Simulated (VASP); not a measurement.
# O (P2/c) in VASP: notebook, part 2 of 2

VASP 6.6.1. Earlier steps stand in the parts before.

**4. Single point, PBE**

This run uses another cell than the first one, of 10.89 Å³/atom, 1.020 times its volume.

INCAR reads:

```
PREC = Accurate ; ENCUT = 520
EDIFF = 1E-6 ; ISMEAR = -1
SIGMA = 0.05 ; LREAL = False
LASPH = True ; NELM = 80
ALGO = Normal ; ISIF = 2
LWAVE = False ; LCHARG = False
GGA = PE ; NBANDS = 20
```

KPOINTS reads:

```
regular mesh
0
Gamma
  7 7 9
```

POSCAR reads:

```
O
1.0
    3.8922577202      0.0000000000      0.0000000000
    0.0000000000      3.7894570000      0.0000000000
   -0.9966562331      0.0000000000      2.9534146937
O
4
Direct
    0.3329660000      0.3058770000      0.1812950000
    0.6670340000      0.3058770000      0.3187050000
    0.6670340000      0.6941230000      0.8187050000
    0.3329660000      0.6941230000      0.6812950000
```

Potentials or basis: VASP PAW PBE potentials, release 64 (O).

On the command line:

```sh
$ cat potpaw_PBE.64/O/POTCAR > POTCAR
$ mpirun -np 1 vasp_std > vasp.out
```

OUTCAR:

```text
PREC = Accurate
   ENCUT = 520
   EDIFF = 1E-6
   ISMEAR = -1
   LREAL = False
   LASPH = True
   NELM = 80
   ISIF = 2
   GGA = PE

 ion  position               nearest neighbor table
   1  0.333  0.306  0.181-   2 1.23
   2  0.667  0.306  0.319-   1 1.23
   3  0.667  0.694  0.819-   4 1.23
   4  0.333  0.694  0.681-   3 1.23

  LATTYP: Found a simple monoclinic cell.
 ALAT       =     3.1170470000
 B/A-ratio  =     1.2157201993
 C/A-ratio  =     1.2487003630
 COS(beta)  =    -0.3197437296

  Lattice vectors:

 A1 = (  -0.9966562331,   0.0000000000,   2.9534146937)
 A2 = (   0.0000000000,  -3.7894570000,   0.0000000000)
 A3 = (   3.8922577202,   0.0000000000,   0.0000000000)

Analysis of symmetry for initial positions (statically):
=====================================================================
 Subroutine PRICEL returns:
 Original cell was already a primitive cell.

 Routine SETGRP: Setting up the symmetry group for a
 simple monoclinic supercell.

 Subroutine GETGRP returns: Found  4 space group operations
 (whereof  2 operations were pure point group operations)
 out of a pool of  4 trial point group operations.

The static configuration has the point symmetry S_2 .
 The point group associated with its full space group is C_2h.

Analysis of symmetry for dynamics (positions and initial velocities):
=====================================================================
 Subroutine PRICEL returns:
 Original cell was already a primitive cell.

 Routine SETGRP: Setting up the symmetry group for a
 simple monoclinic supercell.

 Subroutine GETGRP returns: Found  4 space group operations
 (whereof  2 operations were pure point group operations)
 out of a pool of  4 trial point group operations.

The dynamic configuration has the point symmetry S_2 .
 The point group associated with its full space group is C_2h.

[... 112 lines left out ...]
   PSTRESS=    0.0 pullay stress
   NELECT =      24.0000    total number of electrons
   NUPDOWN=      -1.0000    fix difference up-down
   EMIN   =  10.00;   EMAX   =-10.00  energy-range for DOS
   EFERMI =   0.00;   METHOD = LEGACY
   ISMEAR =    -1;   SIGMA  =   0.05  broadening in eV -4-tet -1-fermi 0-gaus
   EFERMI_NEDOS =   21; number of points for ismear=-14 and -15
   IALGO  =     38    algorithm
   IMIX   =      4    mixing-type and parameters
     AMIX     =   0.40;   BMIX     =  1.00
     AMIX_MAG =   1.60;   BMIX_MAG =  1.00
  volume/ion in A,a.u.               =      10.89        73.49
  Fermi-wavevector in a.u.,A,eV,Ry     =   1.342077  2.536159 24.506431  1.801172
  Thomas-Fermi vector in A             =   2.470260
   LORBIT       =      0    0 simple, 1 ext, 2 COOP (PROOUT), +10 PAW based schemes
   GGA     = PE    functional components
   LHFCALC =     F    Hartree Fock is set to
   AEXX    =    0.0000 exact exchange contribution
   IVDW    =     0    specifies the selected vdW correction
   LEPSILON=     F    determine dielectric tensor
   LRPA    =     F    only Hartree local field effects (RPA)
 non-spin polarized calculation
  energy-cutoff  :      520.00
  volume of cell :       43.56
 maximum number of plane-waves:      1192
 NGX is ok and might be reduce to    30
   NGX = 15   NGY = 15   NGZ = 11

 number of electron      23.9999988 magnetization

 Free energy of the ion-electron system (eV)
  ---------------------------------------------------
  ext. energy  EPLUGINS =         0.00000000
  ---------------------------------------------------
  free energy    TOTEN  =       -19.66770145 eV

  energy without entropy =      -19.66767901  energy(sigma->0) =      -19.66769023

 E-fermi :   0.6055     XC(G=0):  -9.5508

 val. band max:        0.2677534750   @ k =   0.0000   0.4286   0.0000
 cond. band min:       0.9376179505   @ k =   0.4286   0.4286   0.0000
 fundamental gap:      0.6698644755
 Fermi energy:         0.6054739879

 k-point     1 :       0.0000    0.0000    0.0000
  band No.  band energies     occupation
      1     -26.6008      2.00000
      2     -24.8459      2.00000
      3     -14.1689      2.00000
      4     -12.1471      2.00000
      5      -8.3522      2.00000
      6      -7.4351      2.00000
[... 541 lines left out ...]
     19      14.7465      0.00000
     20      17.2428      0.00000

 [... further k-points ...]
[... 5 lines left out ...]
  --------------------------------------------------------------------------------------
  -------------------------------------------------------------------------------------
  Total        0.9138306      1.0537850      0.4105384      0.0000000      0.0000000     -0.2854729
  in kB       33.6103683     38.7578427     15.0994577      0.0000000      0.0000000    -10.4995945
  external PRESSURE =      29.1558895 kB  Pullay stress =       0.0000000 kB

 VOLUME and BASIS-vectors are now :
 -----------------------------------------------------------------------------
  energy-cutoff  :      520.00
  volume of cell :       43.56
      direct lattice vectors                 reciprocal lattice vectors
     3.892257720  0.000000000  0.000000000     0.256920295  0.000000000  0.086700054
     0.000000000  3.789457000  0.000000000     0.000000000  0.263890051  0.000000000
    -0.996656233  0.000000000  2.953414694     0.000000000  0.000000000  0.338591124

 POSITION                                       TOTAL-FORCE (eV/Angst)
 -----------------------------------------------------------------------------------
      1.11530      1.15911      0.53544         0.224836      0.103556      0.163332
      2.27863      1.15911      0.94127        -0.224836      0.103556     -0.163332
      1.78030      2.63035      2.41798        -0.224836     -0.103556     -0.163332
      0.61697      2.63035      2.01215         0.224836     -0.103556      0.163332
 -----------------------------------------------------------------------------------
    total drift:                               -0.000000     -0.000000      0.000000

  FREE ENERGIE OF THE ION-ELECTRON SYSTEM (eV)
  ---------------------------------------------------
  free  energy   TOTEN  =       -19.6677014485 eV

  energy  without entropy=      -19.6676790076  energy(sigma->0) =      -19.66769023
```

OSZICAR:

```text
N       E                     dE             d eps       ncg     rms          rms(c)
DAV:   1     0.126494246915E+03    0.12649E+03   -0.14128E+04  5128   0.115E+03
DAV:   2    -0.142741264576E+02   -0.14077E+03   -0.13689E+03  6648   0.271E+02
DAV:   3    -0.202406731309E+02   -0.59665E+01   -0.59303E+01  6416   0.546E+01
DAV:   4    -0.202733621201E+02   -0.32689E-01   -0.32686E-01  5744   0.452E+00
DAV:   5    -0.202735530109E+02   -0.19089E-03   -0.19089E-03  6332   0.310E-01    0.648E+00
DAV:   6    -0.197703983185E+02    0.50315E+00   -0.40785E-01  5656   0.578E+00    0.345E+00
DAV:   7    -0.196631927038E+02    0.10721E+00   -0.41107E-01  6184   0.547E+00    0.675E-01
DAV:   8    -0.196680243533E+02   -0.48316E-02   -0.49523E-02  5332   0.165E+00    0.124E-01
DAV:   9    -0.196676945503E+02    0.32980E-03   -0.11547E-03  5944   0.302E-01    0.575E-02
DAV:  10    -0.196677016075E+02   -0.70573E-05   -0.10675E-04  5728   0.895E-02    0.114E-02
DAV:  11    -0.196677025798E+02   -0.97229E-06   -0.17482E-05  6348   0.354E-02    0.725E-03
DAV:  12    -0.196677015383E+02    0.10415E-05   -0.24126E-06  5388   0.139E-02    0.213E-03
DAV:  13    -0.196677014485E+02    0.89815E-07   -0.31481E-07  2892   0.421E-03
   1 F= -.19667701E+02 E0= -.19667690E+02  d E =-.224409E-04
```

stdout:

```text
POSCAR found type information on POSCAR O
 POSCAR found :  1 types and       4 ions
 scaLAPACK will be used
 LDA part: xc-table for (Slater+PW92), standard interpolation
 POSCAR, INCAR and KPOINTS ok, starting setup
 FFT: planning ... GRIDC
 FFT: planning ... GRID_SOFT
 FFT: planning ... GRID
 WAVECAR not read
 entering main loop
```

It took 51 s on 1 thread of AMD EPYC 9R45 (Zen 5), shared host; peak memory 0.17 GiB.

What came out:

* Free energy: -19.6677 eV
* Pressure: 2.9 GPa
* Largest force: 0.297 eV/Å
* Band gap on the k mesh: 0.67 eV, indirect (least direct gap 0.88 eV)

Forces on the atoms (eV/Å):
```
O    0.225  0.104  0.163
O   -0.225  0.104 -0.163
O   -0.225 -0.104 -0.163
O    0.225 -0.104  0.163
```

Caveat: the standard files for N, O and F lose accuracy on very short bonds; spin is off for a triplet molecule. A k mesh can miss the band edges.
